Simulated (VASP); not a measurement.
# WS2 in VASP: further runs, part 2 of 2

VASP 6.6.1.

## Step 3: Single point, PBE+D3(BJ)

Contents of INCAR:

```
PREC = Accurate ; ENCUT = 520
EDIFF = 1E-6 ; ISMEAR = 0
SIGMA = 0.05 ; LREAL = False
LASPH = True ; NELM = 80
ALGO = Normal ; ISIF = 2
LWAVE = False ; LCHARG = False
LDIPOL = True ; IDIPOL = 3
DIPOL = 0.5 0.5 0.400 ; GGA = PE
IVDW = 12 ; NBANDS = 35
```

Contents of KPOINTS:

```
Automatic mesh
0
Gamma
  9 9 1
```

Contents of POSCAR:

```
WS2
1.0
    3.1595457497      0.0000000000      0.0000000000
   -1.5797728749      2.7362468836      0.0000000000
    0.0000000000      0.0000000000     23.8042575719
S W
4 2
Direct
    0.3333333333      0.6666666667      0.1890418126
    0.3333333333      0.6666666667      0.3214605103
    0.8333333333      0.6666666667      0.4785752612
    0.8333333333      0.6666666667      0.6109939589
    0.6666666667      0.3333333333      0.2552511581
    0.5000000000      1.0000000000      0.5447846067
```

Potentials or basis: VASP PAW PBE potentials, release 64 (S, W_sv).

Run with:

```
> cat potpaw_PBE.64/S/POTCAR potpaw_PBE.64/W_sv/POTCAR > POTCAR
> mpirun -np 1 vasp_std > vasp.out
```

OUTCAR:

```text
PREC = Accurate
   ENCUT = 520
   EDIFF = 1E-6
   ISMEAR = 0
   LREAL = False
   LASPH = True
   NELM = 80
   ISIF = 2
   GGA = PE
   IVDW = 12
 IVDW          = 12

 ion  position               nearest neighbor table
   1  0.333  0.667  0.189-   5 2.41   5 2.41   5 2.41
   2  0.333  0.667  0.321-   5 2.41   5 2.41   5 2.41
   3  0.833  0.667  0.479-   6 2.41   6 2.41   6 2.41
   4  0.833  0.667  0.611-   6 2.41   6 2.41   6 2.41
   5  0.667  0.333  0.255-   1 2.41   1 2.41   1 2.41   2 2.41   2 2.41   2 2.41
   6  0.500  0.000  0.545-   3 2.41   3 2.41   3 2.41   4 2.41   4 2.41   4 2.41

  LATTYP: Found a hexagonal cell.
 ALAT       =     3.1595457497
 C/A-ratio  =     7.5340759266

  Lattice vectors:

 A1 = (   3.1595457497,   0.0000000000,   0.0000000000)
 A2 = (  -1.5797728749,   2.7362468836,   0.0000000000)
 A3 = (   0.0000000000,   0.0000000000,  23.8042575719)

Analysis of symmetry for initial positions (statically):
=====================================================================
 Subroutine PRICEL returns:
 Original cell was already a primitive cell.

 Routine SETGRP: Setting up the symmetry group for a
 hexagonal supercell.

 Subroutine GETGRP returns: Found  4 space group operations
[... 192 lines left out ...]
      6     -37.2723      2.00000
[... 901 lines left out ...]
     34       6.0958      0.00000
     35       7.0426      0.00000

 [... further k-points ...]

------------------------ aborting loop because EDIFF is reached ----------------------------------------

 vacuum level on the upper side and lower side of the slab       (xc-potential included)        -0.176        -0.173

 Edisp (eV)   -2.06749

 E8    (eV) :    -0.8987

  FORCE on cell =-STRESS in cart. coord.  units (eV):
  Direction    XX          YY          ZZ          XY          YZ          ZX
  --------------------------------------------------------------------------------------
  -------------------------------------------------------------------------------------
  Total      -0.18911    -0.21276    -0.66921     0.00000    -0.01586     0.00000
  in kB      -1.47227    -1.65638    -5.21000     0.00000    -0.12351     0.00000
  external pressure =       -2.78 kB  Pullay stress =        0.00 kB

 VOLUME and BASIS-vectors are now :
 -----------------------------------------------------------------------------
  energy-cutoff  :      520.00
  volume of cell :      205.79
      direct lattice vectors                 reciprocal lattice vectors
     3.159545750  0.000000000  0.000000000     0.316501193  0.182732049  0.000000000
    -1.579772875  2.736246884  0.000000000     0.000000000  0.365464098  0.000000000
     0.000000000  0.000000000 23.804257572     0.000000000  0.000000000  0.042009292

 POSITION                                       TOTAL-FORCE (eV/Angst)
 -----------------------------------------------------------------------------------
     -0.00000      1.82416      4.50000         0.000000     -0.000644      0.003751
     -0.00000      1.82416      7.65213        -0.000000      0.001961      0.070017
      1.57977      1.82416     11.39213         0.000000     -0.001961     -0.070017
      1.57977      1.82416     14.54426        -0.000000      0.000644     -0.003751
      1.57977      0.91208      6.07606        -0.000000      0.002072      0.041732
      1.57977      0.00000     12.96819         0.000000     -0.002072     -0.041732
 -----------------------------------------------------------------------------------
    total drift:                                0.000000     -0.000000     -0.000319

  FREE ENERGIE OF THE ION-ELECTRON SYSTEM (eV)
  ---------------------------------------------------
  free  energy   TOTEN  =       -49.3987820544 eV

  energy  without entropy=      -49.3987820544  energy(sigma->0) =      -49.39878205

 vacuum level on the upper side and lower side of the slab         6.358         6.358
```

OSZICAR:

```text
N       E                     dE             d eps       ncg     rms          rms(c)
DAV:   1     0.483434317339E+03    0.48343E+03   -0.27718E+04  2022   0.132E+03
DAV:   2    -0.162572855728E+02   -0.49969E+03   -0.48476E+03  2172   0.344E+02
DAV:   3    -0.490167330181E+02   -0.32759E+02   -0.32330E+02  2180   0.859E+01
[... 14 lines left out ...]
DAV:  18    -0.473312474136E+02   -0.30374E-04   -0.24423E-06  1576   0.500E-03    0.646E-03
DAV:  19    -0.473312811158E+02   -0.33702E-04   -0.18718E-06  1530   0.463E-03    0.250E-03
DAV:  20    -0.473312895694E+02   -0.84537E-05   -0.37982E-07  1469   0.176E-03    0.196E-03
DAV:  21    -0.473312950214E+02   -0.54519E-05   -0.29929E-07  1383   0.121E-03    0.993E-04
DAV:  22    -0.473312955673E+02   -0.54590E-06   -0.34034E-08  1068   0.787E-04
   1 F= -.49398782E+02 E0= -.49398782E+02  d E =-.195990E-11
```

stdout:

```text
POSCAR found type information on POSCAR S W
 POSCAR found :  2 types and       6 ions
 scaLAPACK will be used
 LDA part: xc-table for (Slater+PW92), standard interpolation
 POSCAR, INCAR and KPOINTS ok, starting setup
 FFT: planning ... GRIDC
 FFT: planning ... GRID_SOFT
 FFT: planning ... GRID
 WAVECAR not read
 entering main loop
```

Wall time 2.4 min (1 thread of AMD EPYC 9R45 (Zen 5), shared host); peak memory 0.37 GiB.

Results:

```
Free energy                : -49.3988 eV
Largest force              : 0.070 eV/Å
Band gap on the k mesh     : 1.84 eV, indirect (least direct gap 1.91 eV)
Dispersion energy per atom : -0.345 eV
```

Forces in eV/Å, atoms in the order of the input:
```
S    0.000 -0.001  0.004
S    0.000  0.002  0.070
S    0.000 -0.002 -0.070
S    0.000  0.001 -0.004
W    0.000  0.002  0.042
W    0.000 -0.002 -0.042
```

Caveat: spin-orbit coupling is left out, which moves the levels of the heavy elements.

## Step 4: Single point, PBE+D3(BJ)

Contents of INCAR:

```
  ALGO = Normal
  DIPOL = 0.5 0.5 0.421
  EDIFF = 1E-7
  ENCUT = 520
  GGA = PE
  IDIPOL = 3
  ISIF = 2
  ISMEAR = 0
  IVDW = 12
  LASPH = T
  LCHARG = F
  LDIPOL = T
  LREAL = F
  LWAVE = F
  NBANDS = 35
  NELM = 100
  PREC = Accurate
  SIGMA = 0.05
```

Contents of KPOINTS:

```
k-points
0
Gamma
  9 9 1
```

Contents of POSCAR:

```
WS2
1.0
    3.1595457497      0.0000000000      0.0000000000
   -1.5797728749      2.7362468836      0.0000000000
    0.0000000000      0.0000000000     23.8042575719
S W
4 2
Direct
    0.3333333333      0.6666666667      0.1890418126
    0.3333333333      0.6666666667      0.3214605103
    0.8333333333      0.6666666667      0.5205845529
    0.8333333333      0.6666666667      0.6530032506
    0.6666666667      0.3333333333      0.2552511581
    0.5000000000      1.0000000000      0.5867938984
```

Run with:

```
> cat potpaw_PBE.64/S/POTCAR potpaw_PBE.64/W_sv/POTCAR > POTCAR
> mpirun -np 1 vasp_std > vasp.out
```

Wall time 2.5 min (1 thread of AMD EPYC 9R45 (Zen 5), shared host); peak memory 0.36 GiB.

Results (log left out):

| Item | Value |
| --- | --- |
| Free energy | -49.3036 eV |
| Largest force | 0.046 eV/Å |
| Band gap on the k mesh | 1.92 eV, direct |
| Dispersion energy per atom | -0.328 eV |

Forces on the atoms (eV/Å):
```
S    0.000  0.000  0.000
S    0.000  0.000  0.046
S    0.000  0.000 -0.046
S    0.000  0.000  0.000
W    0.000  0.000  0.022
W    0.000  0.000 -0.022
```

Levels at points of the mesh, in eV from the valence-band top:
| k point | band 22 | band 23 | band 24 | band 25 | band 26 | band 27 | band 28 | band 29 | band 30 | band 31 |
| --- | --- | --- | --- | --- | --- | --- | --- | --- | --- | --- |
| (0.00, 0.00, 0.00) | -1.57 | -1.57 | -1.57 | -0.21 | -0.07 | 2.93 | 2.93 | 2.93 | 2.93 | 3.06 |

Caveat: spin-orbit coupling is left out, which moves the levels of the heavy elements.

## Step 5: Single point, PBE+D3(BJ)

Contents of INCAR:

```
PREC = Accurate ; ENCUT = 520
EDIFF = 1E-6 ; ISMEAR = 0
SIGMA = 0.05 ; LREAL = False
LASPH = True ; NELM = 80
ALGO = Normal ; ISIF = 2
LWAVE = False ; LCHARG = False
LDIPOL = True ; IDIPOL = 3
DIPOL = 0.5 0.5 0.383 ; GGA = PE
IVDW = 12 ; NBANDS = 35
```

Contents of KPOINTS:

```
Automatic mesh
0
Gamma
  9 9 1
```

Contents of POSCAR:

```
WS2
1.0
    3.1595457497      0.0000000000      0.0000000000
   -1.5797728749      2.7362468836      0.0000000000
    0.0000000000      0.0000000000     23.8042575719
S W
4 2
Direct
    0.3333333333      0.6666666667      0.1890418126
    0.3333333333      0.6666666667      0.3214605103
    0.8333333333      0.6666666667      0.4449678279
    0.8333333333      0.6666666667      0.5773865255
    0.6666666667      0.3333333333      0.2552511581
    0.5000000000      1.0000000000      0.5111771733
```

Run with:

```
> cat potpaw_PBE.64/S/POTCAR potpaw_PBE.64/W_sv/POTCAR > POTCAR
> mpirun -np 1 vasp_std > vasp.out
```

Wall time 2.4 min (1 thread of AMD EPYC 9R45 (Zen 5), shared host); peak memory 0.36 GiB.

Results (log left out):

| Property | Result |
| --- | --- |
| Free energy | -49.4522 eV |
| Largest force | 0.117 eV/Å |
| Band gap on the k mesh | 1.43 eV, indirect (least direct gap 1.89 eV) |
| Dispersion energy per atom | -0.369 eV |

Forces in eV/Å, atoms in the order of the input:
```
S    0.000 -0.008  0.004
S    0.000  0.006 -0.117
S    0.000 -0.006  0.117
S    0.000  0.008 -0.004
W    0.000  0.023  0.044
W    0.000 -0.023 -0.044
```

Levels at points of the mesh, in eV from the valence-band top:
| k point | band 23 | band 24 | band 25 | band 26 | band 27 | band 28 | band 29 | band 30 |
| --- | --- | --- | --- | --- | --- | --- | --- | --- |
| (0.00, 0.00, 0.00) | -2.00 | -1.98 | -0.77 | 0.00 | 2.39 | 2.47 | 2.51 | 2.53 |

Caveat: spin-orbit coupling is left out, which moves the levels of the heavy elements.
